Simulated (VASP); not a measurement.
# TiO2 (Fd-3m) in VASP: a series of runs

TiO2 is run at these levels: r2SCAN; tasks: single point, relaxation of cell and atoms.

All numbers are computed with VASP 6.6.1; they aren't measurements. Logs are shortened: lines on timing, memory, paths and dates and some standing lists are left out, and cuts for length are marked.

**1. The cell of the first run**

Symmetry: Fd-3m, No. 227, cubic system. The conventional cell has a = 8.438 Å, b = 8.438 Å, c = 8.438 Å, α = 90.00°, β = 90.00°, γ = 90.00°. Within 2.6 Å of Ti (site symmetry -3m) lie 6 O at 1.99 Å. Within 2.7 Å of O (site symmetry 3m) lie 3 Ti at 1.99 Å and 3 O at 2.61 Å.

**2. Single point, r2SCAN, collinear spin**

POSCAR reads:

```
TiO2
1.0
    0.0000000000      4.2191750000      4.2191750000
    4.2191750000      0.0000000000      4.2191750000
    4.2191750000      4.2191750000      0.0000000000
Ti O
4 8
Direct
    0.6250000000      0.6250000000      0.1250000000
    0.1250000000      0.6250000000      0.6250000000
    0.6250000000      0.1250000000      0.6250000000
    0.6250000000      0.6250000000      0.6250000000
    0.3907990000      0.3907990000      0.3907990000
    0.3907990000      0.8276030000      0.3907990000
    0.3907990000      0.3907990000      0.8276030000
    0.8276030000      0.3907990000      0.3907990000
    0.8592010000      0.8592010000      0.4223970000
    0.4223970000      0.8592010000      0.8592010000
    0.8592010000      0.4223970000      0.8592010000
    0.8592010000      0.8592010000      0.8592010000
```

INCAR.step1 reads:

```
SYSTEM = TiO2
PREC = Accurate
ENCUT = 520
ISMEAR = 0
SIGMA = 0.1
LREAL = .False.
LASPH = .True.
NELM = 150
ISPIN = 2
MAGMOM = 1 1 1 1 0 0 0 0 0 0 0 0
LMAXMIX = 4
NBANDS = 64
GGA = PE
ALGO = Normal
EDIFF = 1E-4
LWAVE = .True.
LCHARG = .False.
LUSENCCL = .False.
```

INCAR.step2 reads:

```
SYSTEM = TiO2
PREC = Accurate
ENCUT = 520
EDIFF = 1E-6
ISMEAR = 0
SIGMA = 0.1
LREAL = .False.
LASPH = .True.
NELM = 150
ALGO = Normal
ISIF = 2
LWAVE = .False.
LCHARG = .False.
ISPIN = 2
MAGMOM = 1 1 1 1 0 0 0 0 0 0 0 0
LORBIT = 11
LMAXMIX = 4
METAGGA = R2SCAN
LMIXTAU = .True.
NBANDS = 64
ISTART = 1
LUSENCCL = .False.
```

KPOINTS reads:

```
Automatic mesh
0
Gamma
  4 4 4
  0 0 0
```

Potentials or basis: VASP PAW PBE potentials, release 64 (Ti_sv, O).

Run with:

```bash
> cat potpaw_PBE.64/Ti_sv/POTCAR potpaw_PBE.64/O/POTCAR > POTCAR
> cp INCAR.step1 INCAR
> mpirun -np 1 vasp_std > vasp.out
> cp INCAR.step2 INCAR
> mpirun -np 1 vasp_std > vasp.out
```

OUTCAR:

```text
SYSTEM = TiO2
   PREC = Accurate
   ENCUT = 520
   EDIFF = 1E-6
   ISMEAR = 0
   LREAL = .False.
   LASPH = .True.
   NELM = 150
   ISIF = 2
   ISPIN = 2
   LORBIT = 11
   METAGGA = R2SCAN
   ISTART = 1

 ion  position               nearest neighbor table
   1  0.625  0.625  0.125-   5 1.99  12 1.99   8 1.99  10 1.99  11 1.99   6 1.99
   2  0.125  0.625  0.625-   5 1.99  12 1.99   9 1.99   7 1.99  11 1.99   6 1.99
   3  0.625  0.125  0.625-   5 1.99  12 1.99   9 1.99   7 1.99  10 1.99   8 1.99
   4  0.625  0.625  0.625-   6 1.99   7 1.99   8 1.99   9 1.99  10 1.99  11 1.99
   5  0.391  0.391  0.391-   1 1.99   2 1.99   3 1.99
   6  0.391  0.828  0.391-   4 1.99   1 1.99   2 1.99
   7  0.391  0.391  0.828-   4 1.99   3 1.99   2 1.99
   8  0.828  0.391  0.391-   4 1.99   1 1.99   3 1.99
   9  0.859  0.859  0.422-   4 1.99   3 1.99   2 1.99
  10  0.422  0.859  0.859-   4 1.99   1 1.99   3 1.99
  11  0.859  0.422  0.859-   4 1.99   1 1.99   2 1.99
  12  0.859  0.859  0.859-   1 1.99   2 1.99   3 1.99

  LATTYP: Found a face centered cubic cell.
 ALAT       =     8.4383500000

  Lattice vectors:

 A1 = (   0.0000000000,   4.2191750000,   4.2191750000)
 A2 = (   4.2191750000,   0.0000000000,   4.2191750000)
 A3 = (   4.2191750000,   4.2191750000,   0.0000000000)

Analysis of symmetry for initial positions (statically):
=====================================================================
 Subroutine PRICEL returns:
 Original cell was already a primitive cell.

 Routine SETGRP: Setting up the symmetry group for a
 face centered cubic supercell.

 Subroutine GETGRP returns: Found 48 space group operations
 (whereof 24 operations were pure point group operations)
 out of a pool of 48 trial point group operations.

The static configuration has the point symmetry T_d .
 The point group associated with its full space group is O_h .

Analysis of symmetry for dynamics (positions and initial velocities):
=====================================================================
 Subroutine PRICEL returns:
 Original cell was already a primitive cell.

 Routine SETGRP: Setting up the symmetry group for a
 face centered cubic supercell.

 Subroutine GETGRP returns: Found 48 space group operations
 (whereof 24 operations were pure point group operations)
 out of a pool of 48 trial point group operations.

The dynamic configuration has the point symmetry T_d .
 The point group associated with its full space group is O_h .

Analysis of structural, dynamic, and magnetic symmetry:
[... 172 lines left out ...]

 spin component 1

 k-point     1 :       0.0000    0.0000    0.0000
  band No.  band energies     occupation
      1     -56.9020      1.00000
      2     -56.8298      1.00000
      3     -56.8298      1.00000
      4     -56.8298      1.00000
      5     -32.5591      1.00000
      6     -32.2573      1.00000
[... 493 lines left out ...]
     59       6.0935      0.00000
     60       6.0935      0.00000
 Fermi energy:         2.1856513264

 spin component 2

 k-point     1 :       0.0000    0.0000    0.0000
  band No.  band energies     occupation
      1     -56.9020      1.00000
      2     -56.8298      1.00000
      3     -56.8298      1.00000
      4     -56.8298      1.00000
      5     -32.5591      1.00000
      6     -32.2573      1.00000
[... 493 lines left out ...]
     59       6.0935      0.00000
     60       6.0935      0.00000
 [bands above 60 left out]

------------------------ aborting loop because EDIFF is reached ----------------------------------------

  FORCE on cell =-STRESS in cart. coord.  units (eV):
  Direction    XX          YY          ZZ          XY          YZ          ZX
  --------------------------------------------------------------------------------------
  -------------------------------------------------------------------------------------
  Total       -4.0567308     -4.0567308     -4.0567308     -0.0000000      0.0000000      0.0000000
  in kB      -43.2687314    -43.2687314    -43.2687314     -0.0000000      0.0000000      0.0000000
  external PRESSURE =     -43.2687314 kB  Pullay stress =       0.0000000 kB

 VOLUME and BASIS-vectors are now :
 -----------------------------------------------------------------------------
  energy-cutoff  :      520.00
  volume of cell :      150.21
      direct lattice vectors                 reciprocal lattice vectors
     0.000000000  4.219175000  4.219175000    -0.118506580  0.118506580  0.118506580
     4.219175000  0.000000000  4.219175000     0.118506580 -0.118506580  0.118506580
     4.219175000  4.219175000  0.000000000     0.118506580  0.118506580 -0.118506580

 POSITION                                       TOTAL-FORCE (eV/Angst)
 -----------------------------------------------------------------------------------
      3.16438      3.16438      5.27397        -0.000000      0.000000      0.000000
      5.27397      3.16438      3.16438        -0.000000      0.000000      0.000000
      3.16438      5.27397      3.16438        -0.000000      0.000000      0.000000
      5.27397      5.27397      5.27397        -0.000000      0.000000      0.000000
      3.29770      3.29770      3.29770         0.189527      0.189527      0.189527
      5.14065      3.29770      5.14065        -0.189527      0.189527     -0.189527
      5.14065      5.14065      3.29770        -0.189527     -0.189527      0.189527
      3.29770      5.14065      5.14065         0.189527     -0.189527     -0.189527
      5.40729      5.40729      7.25024         0.189527      0.189527     -0.189527
      7.25024      5.40729      5.40729        -0.189527      0.189527      0.189527
      5.40729      7.25024      5.40729         0.189527     -0.189527      0.189527
      7.25024      7.25024      7.25024        -0.189527     -0.189527     -0.189527
 -----------------------------------------------------------------------------------
    total drift:                                0.000000      0.000000      0.000000

  FREE ENERGIE OF THE ION-ELECTRON SYSTEM (eV)
  ---------------------------------------------------
  free  energy   TOTEN  =      -137.2674042042 eV

  energy  without entropy=     -137.2674042042  energy(sigma->0) =     -137.26740420

 total charge

# of ion       s       p       d       tot
------------------------------------------
    1        2.208   6.285   1.680  10.173
    2        2.208   6.285   1.680  10.173
    3        2.208   6.285   1.680  10.173
    4        2.208   6.285   1.680  10.173
    5        1.581   3.478   0.000   5.059
    6        1.581   3.478   0.000   5.059
    7        1.581   3.478   0.000   5.059
    8        1.581   3.478   0.000   5.059
    9        1.581   3.478   0.000   5.059
   10        1.581   3.478   0.000   5.059
   11        1.581   3.478   0.000   5.059
   12        1.581   3.478   0.000   5.059
--------------------------------------------------
tot         21.482  52.963   6.719  81.164

 magnetization (x)

# of ion       s       p       d       tot
------------------------------------------
    1        0.000   0.000   0.000   0.000
    2        0.000   0.000   0.000   0.000
    3        0.000   0.000   0.000   0.000
    4        0.000   0.000   0.000   0.000
    5        0.000   0.000   0.000   0.000
    6        0.000   0.000   0.000   0.000
    7        0.000   0.000   0.000   0.000
    8        0.000   0.000   0.000   0.000
    9        0.000   0.000   0.000   0.000
   10        0.000   0.000   0.000   0.000
   11        0.000   0.000   0.000   0.000
   12        0.000   0.000   0.000   0.000
--------------------------------------------------
tot          0.000   0.000   0.000   0.000
```

OUTCAR.step1:

```text
SYSTEM = TiO2
   PREC = Accurate
   ENCUT = 520
   ISMEAR = 0
   LREAL = .False.
   LASPH = .True.
   NELM = 150
[... 1275 lines left out ...]
      7.25024      5.40729      5.40729        -0.036244      0.036244      0.036244
      5.40729      7.25024      5.40729         0.036244     -0.036244      0.036244
      7.25024      7.25024      7.25024        -0.036244     -0.036244     -0.036244
 -----------------------------------------------------------------------------------
    total drift:                                0.000000      0.000000      0.000000

  FREE ENERGIE OF THE ION-ELECTRON SYSTEM (eV)
  ---------------------------------------------------
  free  energy   TOTEN  =      -105.6415326603 eV

  energy  without entropy=     -105.6415326603  energy(sigma->0) =     -105.64153266
```

OSZICAR.step1:

```text
N       E                     dE             d eps       ncg     rms          rms(c)
DAV:   1     0.147305910979E+04    0.14731E+04   -0.47821E+04  2120   0.174E+03
DAV:   2     0.151916958257E+03   -0.13211E+04   -0.12359E+04  2104   0.541E+02
DAV:   3    -0.115555692115E+03   -0.26747E+03   -0.25901E+03  2632   0.223E+02
DAV:   4    -0.136927362506E+03   -0.21372E+02   -0.21317E+02  3216   0.647E+01
DAV:   5    -0.138239883052E+03   -0.13125E+01   -0.13121E+01  2984   0.121E+01    0.458E+01
DAV:   6    -0.108103187156E+03    0.30137E+02   -0.18791E+02  2856   0.910E+01    0.202E+01
DAV:   7    -0.106611413858E+03    0.14918E+01   -0.42565E+01  2608   0.402E+01    0.137E+01
DAV:   8    -0.105623170593E+03    0.98824E+00   -0.28706E+00  2784   0.123E+01    0.623E+00
DAV:   9    -0.105807858921E+03   -0.18469E+00   -0.18452E+00  2992   0.832E+00    0.425E+00
DAV:  10    -0.105638353925E+03    0.16950E+00   -0.70317E-01  2776   0.598E+00    0.929E-01
DAV:  11    -0.105647885740E+03   -0.95318E-02   -0.71977E-02  2904   0.182E+00    0.783E-01
DAV:  12    -0.105641941410E+03    0.59443E-02   -0.40814E-02  2832   0.137E+00    0.219E-01
DAV:  13    -0.105641462514E+03    0.47890E-03   -0.32423E-03  2848   0.349E-01    0.468E-02
DAV:  14    -0.105641532660E+03   -0.70146E-04   -0.27572E-04  2120   0.831E-02
   1 F= -.10564153E+03 E0= -.10564153E+03  d E =-.160244E-18  mag=    -0.0000
```

Wall time 1.9 min (1 × NVIDIA H100 80GB with 1 thread of AMD EPYC 7R13 (Zen 3), shared host); peak memory 1.4 GiB.

Results:

```
Free energy                                           : -137.2674 eV
Pressure                                              : -4.3 GPa
Largest force                                         : 0.328 eV/Å
Band gap on the k mesh                                : 2.17 eV (least direct gap 2.18 eV)
Net moment                                            : 0.00 μB per cell
Valence electrons inside the program's atomic spheres : Ti 10.17; O 5.06
```

Forces in eV/Å, atoms in the order of the input:
```
Ti   0.000  0.000  0.000
Ti   0.000  0.000  0.000
Ti   0.000  0.000  0.000
Ti   0.000  0.000  0.000
O    0.190  0.190  0.190
O   -0.190  0.190 -0.190
O   -0.190 -0.190  0.190
O    0.190 -0.190 -0.190
O    0.190  0.190 -0.190
O   -0.190  0.190  0.190
O    0.190 -0.190  0.190
O   -0.190 -0.190 -0.190
```

Levels at points of the mesh, in eV from the valence-band top:
Spin up:
```csv
k point,band 46,band 47,band 48,band 49,band 50,band 51
"(0.00, 0.00, 0.00)",-0.01,-0.01,-0.01,2.17,2.17,3.68
"(0.50, 0.00, 0.00)",-0.64,0.00,0.00,2.90,2.90,3.90
"(0.50, 0.50, 0.00)",-0.69,-0.22,-0.22,3.32,3.32,3.60
```
Spin down:
```
           k point  band 44  band 45  band 46  band 47  band 48  band 49  band 50  band 51  band 52  band 53
(0.00, 0.00, 0.00)    -0.90    -0.90    -0.01    -0.01    -0.01     2.17     2.17     3.68     3.68     3.68
(0.50, 0.00, 0.00)    -0.65    -0.64    -0.64     0.00     0.00     2.90     2.90     3.90     3.90     3.96
(0.50, 0.50, 0.00)    -0.70    -0.69    -0.69    -0.22    -0.22     3.32     3.32     3.60     3.60     4.01
```

Caveat: the cell stands under tension; the PAW data sets were made with another functional, which shifts forces and pressure a little. A k mesh can miss the band edges.

(Continued in part 2 of 2.)
